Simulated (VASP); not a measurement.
Here is a VASP 6.6.1 calculation.

INCAR

```
PREC     = Accurate       # precision mode
ENCUT    = 520            # plane-wave cutoff, eV
EDIFF    = 1E-7           # SCF threshold, eV
ISMEAR   = -1             # smearing method
SIGMA    = 0.05           # smearing width, eV
LREAL    = False          # projectors in reciprocal space
LASPH    = True           # aspherical terms in the spheres
NELM     = 60             # most SCF steps
ALGO     = Normal         # electronic algorithm
ISIF     = 2              # what is computed and relaxed
LWAVE    = False          # write WAVECAR
LCHARG   = False          # write CHGCAR
GGA      = PE             # functional
NBANDS   = 8              # bands
```

The input KPOINTS:

```
Automatic mesh
0
Gamma
  18 18 17
```

The input POSCAR:

```
P
1.0
    2.4009736624      0.0000000000      0.0000000000
   -1.2004868312      2.0793041855      0.0000000000
    0.0000000000      0.0000000000      2.2436475796
P
1
Direct
    0.0000000000      0.0000000000      0.0000000000
```

Potentials or basis: VASP PAW PBE potentials, release 64 (P).

Command:

```console
$ cat potpaw_PBE.64/P/POTCAR > POTCAR
$ mpirun -np 1 vasp_std > vasp.out
```

(1) Predict the pressure.

## Answers

(1) 42.0 GPa.
